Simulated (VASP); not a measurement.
# MgO (Fm-3m) in VASP: a series of runs

The runs below take MgO through single point, relaxation of cell and atoms, with PBEsol, PBEsol+D3(BJ).

Program: VASP 6.6.1. These are calculated values, not measurements. Logs are shortened: lines on timing, memory, paths and dates and some standing lists are left out, and cuts for length are marked.

**What was measured.**

From “Electronic structure of alkaline earth and post-transition metal oxides”, 2009, arxiv:0908.1581, for a bulk crystal of MgO: band gap 7.83 eV.

How close the calculation comes is told below.

## 1. The cell of the first run

The structure is cubic, space group Fm-3m (No. 225). Conventional cell: a = 4.214 Å, b = 4.214 Å, c = 4.214 Å, α = 90.00°, β = 90.00°, γ = 90.00°. Mg (site symmetry m-3m) has 6 O at 2.11 Å within 2.8 Å. Within 2.8 Å of O (site symmetry m-3m) lie 6 Mg at 2.11 Å.

## 2. Single point, PBEsol

INCAR reads:

```
  ALGO = Normal
  EDIFF = 1E-6
  ENCUT = 600
  GGA = PS
  GGA_COMPAT = F
  ISIF = 2
  ISMEAR = -1
  LASPH = T
  LCHARG = F
  LREAL = F
  LWAVE = F
  NBANDS = 11
  NELM = 120
  PREC = Accurate
  SIGMA = 0.05
```

KPOINTS reads:

```
k-points
0
Gamma
  10 10 10
```

POSCAR reads:

```
MgO
1.0
    0.0000000000      2.1070853429      2.1070853429
    2.1070853429      0.0000000000      2.1070853429
    2.1070853429      2.1070853429      0.0000000000
Mg O
1 1
Direct
    0.0000000000      0.0000000000      0.0000000000
    0.5000000000      0.5000000000      0.5000000000
```

Potentials or basis: VASP PAW PBE potentials, release 64 (Mg, O).

Started as:

```sh
> cat potpaw_PBE.64/Mg/POTCAR potpaw_PBE.64/O/POTCAR > POTCAR
> mpirun -np 1 vasp_std > vasp.out
```

OUTCAR:

```text
EDIFF = 1E-6
   ENCUT = 600
   GGA = PS
   ISIF = 2
   ISMEAR = -1
   LASPH = T
   LREAL = F
   NELM = 120
   PREC = Accurate

 ion  position               nearest neighbor table
   1  0.000  0.000  0.000-   2 2.11   2 2.11   2 2.11   2 2.11   2 2.11   2 2.11
   2  0.500  0.500  0.500-   1 2.11   1 2.11   1 2.11   1 2.11   1 2.11   1 2.11

  LATTYP: Found a face centered cubic cell.
 ALAT       =     4.2141706858

  Lattice vectors:

 A1 = (   0.0000000000,   2.1070853429,   2.1070853429)
 A2 = (   2.1070853429,   0.0000000000,   2.1070853429)
 A3 = (   2.1070853429,   2.1070853429,   0.0000000000)

Analysis of symmetry for initial positions (statically):
=====================================================================
 Subroutine PRICEL returns:
 Original cell was already a primitive cell.

 Routine SETGRP: Setting up the symmetry group for a
 face centered cubic supercell.

 Subroutine GETGRP returns: Found 48 space group operations
 (whereof 48 operations were pure point group operations)
 out of a pool of 48 trial point group operations.

The static configuration has the point symmetry O_h .

Analysis of symmetry for dynamics (positions and initial velocities):
=====================================================================
 Subroutine PRICEL returns:
 Original cell was already a primitive cell.

 Routine SETGRP: Setting up the symmetry group for a
 face centered cubic supercell.

 Subroutine GETGRP returns: Found 48 space group operations
 (whereof 48 operations were pure point group operations)
 out of a pool of 48 trial point group operations.

The dynamic configuration has the point symmetry O_h .

 Subroutine INISYM returns: Found 48 space group operations
 (whereof 48 operations are pure point group operations),
 and found     1 'primitive' translations

----------------------------------------------------------------------------------------

                                     Primitive cell

  volume of cell :      18.7101

  direct lattice vectors                    reciprocal lattice vectors
     0.000000000  2.107085343  2.107085343    -0.237294613  0.237294613  0.237294613
     2.107085343  0.000000000  2.107085343     0.237294613 -0.237294613  0.237294613
     2.107085343  2.107085343  0.000000000     0.237294613  0.237294613 -0.237294613

  length of vectors
     2.979868669  2.979868669  2.979868669     0.411006325  0.411006325  0.411006325

  position of ions in fractional coordinates (direct lattice)
     0.000000000  0.000000000  0.000000000
     0.500000000  0.500000000  0.500000000

  ion indices of the primitive-cell ions
   primitive index   ion index
                 1           1
                 2           2

----------------------------------------------------------------------------------------

 KPOINTS: k-points

Automatic generation of k-mesh.
 Grid dimensions read from file:
 generate k-points for:   10   10   10

 Generating k-lattice:

  Cartesian coordinates                     Fractional coordinates (reciprocal lattice)
    -0.023729461  0.023729461  0.023729461     0.100000000  0.000000000  0.000000000
     0.023729461 -0.023729461  0.023729461     0.000000000  0.100000000  0.000000000
     0.023729461  0.023729461 -0.023729461     0.000000000  0.000000000  0.100000000

  Length of vectors
     0.041100633  0.041100633  0.041100633

  Shift w.r.t. Gamma in fractional coordinates (k-lattice)
     0.000000000  0.000000000  0.000000000

 Subroutine IBZKPT returns following result:
 ===========================================

 Found     47 irreducible k-points:

 Following reciprocal coordinates:
            Coordinates               Weight
  0.000000  0.000000  0.000000      1.000000
  0.100000  0.000000  0.000000      8.000000
  0.200000  0.000000  0.000000      8.000000
  0.300000  0.000000  0.000000      8.000000
  0.400000  0.000000  0.000000      8.000000
  0.500000  0.000000  0.000000      4.000000
[... 16 lines left out ...]
  0.300000  0.300000  0.000000      6.000000
  0.400000  0.300000  0.000000     24.000000
 [... further k-points ...]
   k-points           NKPTS =     47   k-points in BZ     NKDIM =     47   number of bands    NBANDS=     11
   number of dos      NEDOS =    301   number of ions     NIONS =      2
   total plane-waves  NPLWV =  13824
   dimension x,y,z NGX =    24 NGY =   24 NGZ =   24
   dimension x,y,z NGXF=    48 NGYF=   48 NGZF=   48
   ions per type =               1   1
   NGX,Y,Z   is equivalent  to a cutoff of  13.39, 13.39, 13.39 a.u.
   NGXF,Y,Z  is equivalent  to a cutoff of  26.78, 26.78, 26.78 a.u.
 SYSTEM =  unknown system
   PREC   = accura    normal or accurate (medium, high low for compatibility)
   ISTART =      0    job   : 0-new  1-cont  2-samecut
   ICHARG =      2    charge: 1-file 2-atom 10-const
   ISPIN  =      1    spin polarized calculation?
   LNONCOLLINEAR =      F non collinear calculations
   LSORBIT =      F    spin-orbit coupling
   LASPH  =      T    aspherical Exc in radial PAW
   ENCUT  =  600.0 eV  44.10 Ry    6.64 a.u.   5.95  5.95  5.95*2*pi/ulx,y,z
   NELM   =    120;   NELMIN=  2; NELMDL= -5     # of ELM steps
   EDIFF  = 0.1E-05   stopping-criterion for ELM
   LREAL  =      F    real-space projection
   EDIFFG = 0.1E-04   stopping-criterion for IOM
   NSW    =      0    number of steps for IOM
   IBRION =     -1    ionic relax: 0-MD 1-quasi-New 2-CG
   NFREE  =      0    steps in history (QN), initial steepest desc. (CG)
   ISIF   =      2    stress and relaxation
   ISYM   =      2    0-nonsym 1-usesym 2-fastsym
   POTIM  = 0.5000    time-step for ionic-motion
   TEBEG  =    0.0;   TEEND  =   0.0 temperature during run
   PSTRESS=    0.0 pullay stress
   NELECT =       8.0000    total number of electrons
   NUPDOWN=      -1.0000    fix difference up-down
   EMIN   =  10.00;   EMAX   =-10.00  energy-range for DOS
   EFERMI =   0.00;   METHOD = LEGACY
   ISMEAR =    -1;   SIGMA  =   0.05  broadening in eV -4-tet -1-fermi 0-gaus
   EFERMI_NEDOS =   21; number of points for ismear=-14 and -15
   IALGO  =     38    algorithm
   IMIX   =      4    mixing-type and parameters
     AMIX     =   0.40;   BMIX     =  1.00
     AMIX_MAG =   1.60;   BMIX_MAG =  1.00
  volume/ion in A,a.u.               =       9.36        63.13
  Fermi-wavevector in a.u.,A,eV,Ry     =   1.233330  2.330656 20.695868  1.521103
  Thomas-Fermi vector in A             =   2.368065
   LORBIT       =      0    0 simple, 1 ext, 2 COOP (PROOUT), +10 PAW based schemes
   GGA     = PS    functional components
   LHFCALC =     F    Hartree Fock is set to
   AEXX    =    0.0000 exact exchange contribution
   IVDW    =     0    specifies the selected vdW correction
   LEPSILON=     F    determine dielectric tensor
   LRPA    =     F    only Hartree local field effects (RPA)
 non-spin polarized calculation
  energy-cutoff  :      600.00
  volume of cell :       18.71
 maximum number of plane-waves:       636
   NGX = 11   NGY = 11   NGZ = 11

 number of electron       8.0000005 magnetization

 Free energy of the ion-electron system (eV)
  ---------------------------------------------------
  ext. energy  EPLUGINS =         0.00000000
  ---------------------------------------------------
  free energy    TOTEN  =       -12.51544623 eV

  energy without entropy =      -12.51544623  energy(sigma->0) =      -12.51544623

 E-fermi :   4.0892     XC(G=0): -11.3027

 val. band max:        3.0542427999   @ k =   0.0000   0.0000   0.0000
 cond. band min:       7.6753373989   @ k =   0.0000   0.0000   0.0000
 fundamental gap:      4.6210945990
 Fermi energy:         4.0892031631

 k-point     1 :       0.0000    0.0000    0.0000
  band No.  band energies     occupation
      1     -14.1430      2.00000
      2       3.0542      2.00000
      3       3.0542      2.00000
      4       3.0542      2.00000
      5       7.6753      0.00000
      6      18.6801      0.00000
      7      18.6801      0.00000
      8      18.6801      0.00000
      9      22.5182      0.00000
     10      24.4004      0.00000
     11      24.4004      0.00000

 k-point     2 :       0.1000    0.0000    0.0000
  band No.  band energies     occupation
      1     -14.0357      2.00000
      2       2.3910      2.00000
      3       2.9857      2.00000
      4       2.9857      2.00000
      5       8.3098      0.00000
      6      17.4188      0.00000
      7      18.9210      0.00000
      8      18.9210      0.00000
      9      23.6737      0.00000
     10      23.6737      0.00000
     11      24.1955      0.00000

 k-point     3 :       0.2000    0.0000    0.0000
  band No.  band energies     occupation
      1     -13.7401      2.00000
      2       1.0545      2.00000
      3       2.8122      2.00000
      4       2.8122      2.00000
      5       9.5027      0.00000
      6      15.9115      0.00000
      7      19.4101      0.00000
      8      19.4101      0.00000
      9      22.9781      0.00000
     10      22.9781      0.00000
     11      25.1527      0.00000

 k-point     4 :       0.3000    0.0000    0.0000
  band No.  band energies     occupation
      1     -13.3402      2.00000
      2      -0.2805      2.00000
      3       2.6086      2.00000
      4       2.6086      2.00000
      5      10.4174      0.00000
      6      15.2483      0.00000
      7      19.5374      0.00000
      8      19.5374      0.00000
      9      23.4098      0.00000
     10      23.4098      0.00000
     11      24.5557      0.00000
[... 239 lines left out ...]
 k-point    22 :      -0.2000    0.2000    0.0000
  band No.  band energies     occupation
      1     -13.2213      2.00000
      2      -0.0808      2.00000
      3       1.6964      2.00000
      4       2.6050      2.00000
      5      11.3886      0.00000
      6      14.7847      0.00000
      7      18.0331      0.00000
      8      20.7076      0.00000
      9      21.3558      0.00000
     10      24.2476      0.00000
     11      27.7240      0.00000

 k-point    23 :       0.3000    0.3000    0.0000
  band No.  band energies     occupation
      1     -13.1339      2.00000
      2      -0.1380      2.00000
      3       2.1053      2.00000
      4       2.1053      2.00000
      5      11.8064      0.00000
      6      13.2895      0.00000
      7      17.3467      0.00000
      8      20.8339      0.00000
      9      20.8339      0.00000
     10      27.0624      0.00000
     11      30.3133      0.00000

 k-point    24 :       0.4000    0.3000    0.0000
  band No.  band energies     occupation
      1     -12.8810      2.00000
      2      -0.5678      2.00000
      3       1.7333      2.00000
      4       1.9567      2.00000
      5      12.5076      0.00000
      6      13.0560      0.00000
      7      16.5188      0.00000
      8      21.0797      0.00000
      9      21.2839      0.00000
     10      27.7994      0.00000
     11      29.9160      0.00000

 [... further k-points ...]
[... 5 lines left out ...]
  --------------------------------------------------------------------------------------
  -------------------------------------------------------------------------------------
  Total       -0.0852263     -0.0852263     -0.0852263      0.0000000     -0.0000000      0.0000000
  in kB       -7.2980641     -7.2980641     -7.2980641      0.0000000     -0.0000000      0.0000000
  external PRESSURE =      -7.2980641 kB  Pullay stress =       0.0000000 kB

 VOLUME and BASIS-vectors are now :
 -----------------------------------------------------------------------------
  energy-cutoff  :      600.00
  volume of cell :       18.71
      direct lattice vectors                 reciprocal lattice vectors
     0.000000000  2.107085343  2.107085343    -0.237294613  0.237294613  0.237294613
     2.107085343  0.000000000  2.107085343     0.237294613 -0.237294613  0.237294613
     2.107085343  2.107085343  0.000000000     0.237294613  0.237294613 -0.237294613

 POSITION                                       TOTAL-FORCE (eV/Angst)
 -----------------------------------------------------------------------------------
      0.00000      0.00000      0.00000        -0.000000      0.000000     -0.000000
      2.10709      2.10709      2.10709         0.000000     -0.000000      0.000000
 -----------------------------------------------------------------------------------
    total drift:                               -0.000000     -0.000000      0.000000

  FREE ENERGIE OF THE ION-ELECTRON SYSTEM (eV)
  ---------------------------------------------------
  free  energy   TOTEN  =       -12.5154462271 eV

  energy  without entropy=      -12.5154462271  energy(sigma->0) =      -12.51544623
```

It took 7 s on 1 thread of Intel Xeon 6975P-C, shared host; peak memory 0.14 GiB.

What came out:

- Free energy: -12.5154 eV
- Pressure: -0.7 GPa
- Band gap on the k mesh: 4.62 eV, direct

Levels at points of the mesh, in eV from the valence-band top:
| k point | band 1 | band 2 | band 3 | band 4 | band 5 | band 6 | band 7 | band 8 | band 9 |
| --- | --- | --- | --- | --- | --- | --- | --- | --- | --- |
| (0.00, 0.00, 0.00) | -17.20 | 0.00 | 0.00 | 0.00 | 4.62 | 15.63 | 15.63 | 15.63 | 19.46 |
| (0.50, 0.00, 0.00) | -15.89 | -4.67 | -0.66 | -0.66 | 7.74 | 12.49 | 16.16 | 16.16 | 20.74 |
| (0.50, 0.50, 0.00) | -15.62 | -4.14 | -1.36 | -1.36 | 8.92 | 9.86 | 12.96 | 18.82 | 18.82 |

Caveat: the PAW data sets were made with another functional, which shifts forces and pressure a little.

## 3. Single point, PBEsol

This run uses another cell than the first one, of 9.24 Å³/atom, 0.988 times its volume.

INCAR reads:

```
PREC = Accurate ; ENCUT = 600
EDIFF = 1E-6 ; ISMEAR = 0
SIGMA = 0.01 ; LREAL = False
LASPH = True ; NELM = 120
ALGO = Normal ; ISIF = 2
LWAVE = False ; LCHARG = False
GGA = PS ; NBANDS = 11
GGA_COMPAT = False
```

KPOINTS reads:

```
Automatic mesh
0
Gamma
  10 10 10
```

POSCAR reads:

```
MgO
1.0
    0.0000000000      2.0983923702      2.0983923702
    2.0983923702      0.0000000000      2.0983923702
    2.0983923702      2.0983923702      0.0000000000
Mg O
1 1
Direct
    0.0000000000      0.0000000000      0.0000000000
    0.5000000000      0.5000000000      0.5000000000
```

Potentials or basis: VASP PAW PBE potentials, release 64 (Mg, O).

Started as:

```sh
> cat potpaw_PBE.64/Mg/POTCAR potpaw_PBE.64/O/POTCAR > POTCAR
> mpirun -np 1 vasp_std > vasp.out
```

OUTCAR:

```text
PREC = Accurate
   ENCUT = 600
   EDIFF = 1E-6
   ISMEAR = 0
   LREAL = False
   LASPH = True
   NELM = 120
   ISIF = 2
   GGA = PS

 ion  position               nearest neighbor table
   1  0.000  0.000  0.000-   2 2.10   2 2.10   2 2.10   2 2.10   2 2.10   2 2.10
   2  0.500  0.500  0.500-   1 2.10   1 2.10   1 2.10   1 2.10   1 2.10   1 2.10

  LATTYP: Found a face centered cubic cell.
 ALAT       =     4.1967847404

  Lattice vectors:

 A1 = (   0.0000000000,   2.0983923702,   2.0983923702)
 A2 = (   2.0983923702,   0.0000000000,   2.0983923702)
 A3 = (   2.0983923702,   2.0983923702,   0.0000000000)

Analysis of symmetry for initial positions (statically):
=====================================================================
 Subroutine PRICEL returns:
 Original cell was already a primitive cell.

 Routine SETGRP: Setting up the symmetry group for a
 face centered cubic supercell.

 Subroutine GETGRP returns: Found 48 space group operations
 (whereof 48 operations were pure point group operations)
 out of a pool of 48 trial point group operations.

The static configuration has the point symmetry O_h .

Analysis of symmetry for dynamics (positions and initial velocities):
[... 165 lines left out ...]

 k-point     1 :       0.0000    0.0000    0.0000
  band No.  band energies     occupation
      1     -14.1142      2.00000
      2       3.1478      2.00000
      3       3.1478      2.00000
      4       3.1478      2.00000
      5       7.8894      0.00000
      6      18.8423      0.00000
      7      18.8423      0.00000
      8      18.8423      0.00000
      9      22.7132      0.00000
     10      24.6101      0.00000
     11      24.6101      0.00000
[... 309 lines left out ...]
 k-point    24 :       0.4000    0.3000    0.0000
  band No.  band energies     occupation
      1     -12.8232      2.00000
      2      -0.5153      2.00000
      3       1.8086      2.00000
      4       2.0351      2.00000
      5      12.7105      0.00000
      6      13.2003      0.00000
      7      16.7438      0.00000
      8      21.3355      0.00000
      9      21.5418      0.00000
     10      28.0448      0.00000
     11      30.2587      0.00000

 [... further k-points ...]
[... 5 lines left out ...]
  --------------------------------------------------------------------------------------
  -------------------------------------------------------------------------------------
  Total        0.1483707      0.1483707      0.1483707      0.0000000      0.0000000     -0.0000000
  in kB       12.8637831     12.8637831     12.8637831      0.0000000      0.0000000     -0.0000000
  external PRESSURE =      12.8637831 kB  Pullay stress =       0.0000000 kB

 VOLUME and BASIS-vectors are now :
 -----------------------------------------------------------------------------
  energy-cutoff  :      600.00
  volume of cell :       18.48
      direct lattice vectors                 reciprocal lattice vectors
     0.000000000  2.098392370  2.098392370    -0.238277649  0.238277649  0.238277649
     2.098392370  0.000000000  2.098392370     0.238277649 -0.238277649  0.238277649
     2.098392370  2.098392370  0.000000000     0.238277649  0.238277649 -0.238277649

 POSITION                                       TOTAL-FORCE (eV/Angst)
 -----------------------------------------------------------------------------------
      0.00000      0.00000      0.00000         0.000000      0.000000      0.000000
      2.09839      2.09839      2.09839        -0.000000     -0.000000      0.000000
 -----------------------------------------------------------------------------------
    total drift:                               -0.000000     -0.000000      0.000000

  FREE ENERGIE OF THE ION-ELECTRON SYSTEM (eV)
  ---------------------------------------------------
  free  energy   TOTEN  =       -12.5144862646 eV

  energy  without entropy=      -12.5144862646  energy(sigma->0) =      -12.51448626
```

OSZICAR:

```text
N       E                     dE             d eps       ncg     rms          rms(c)
DAV:   1     0.192941483678E+02    0.19294E+02   -0.50334E+03  1114   0.738E+02
DAV:   2    -0.130703486106E+02   -0.32364E+02   -0.31598E+02  1202   0.148E+02
DAV:   3    -0.138989446074E+02   -0.82860E+00   -0.82762E+00  1261   0.210E+01
DAV:   4    -0.139012111995E+02   -0.22666E-02   -0.22666E-02  1109   0.122E+00
DAV:   5    -0.139012181275E+02   -0.69280E-05   -0.69280E-05  1223   0.662E-02    0.667E+00
DAV:   6    -0.125502851180E+02    0.13509E+01   -0.75597E+00  1073   0.151E+01    0.217E+00
DAV:   7    -0.125281255439E+02    0.22160E-01   -0.51303E-02  1124   0.207E+00    0.130E+00
DAV:   8    -0.125149013808E+02    0.13224E-01   -0.23657E-02  1085   0.176E+00    0.227E-01
DAV:   9    -0.125145799975E+02    0.32138E-03   -0.41522E-04  1184   0.142E-01    0.141E-01
DAV:  10    -0.125144840503E+02    0.95947E-04   -0.50793E-04  1148   0.168E-01    0.459E-03
DAV:  11    -0.125144858412E+02   -0.17909E-05   -0.41246E-06  1142   0.151E-02    0.358E-03
DAV:  12    -0.125144862646E+02   -0.42343E-06   -0.11513E-07   616   0.331E-03
   1 F= -.12514486E+02 E0= -.12514486E+02  d E =-.759867E-82
```

Wall time 7.5 s (1 thread of Intel Xeon 6975P-C, shared host); peak memory 0.14 GiB.

Results:

- Free energy: -12.5145 eV
- Pressure: 1.3 GPa
- Band gap on the k mesh: 4.74 eV, direct

Caveat: the PAW data sets were made with another functional, which shifts forces and pressure a little. As with any semilocal functional, this PBEsol gap is likely too small.

(Part 1 of 2 ends here.)
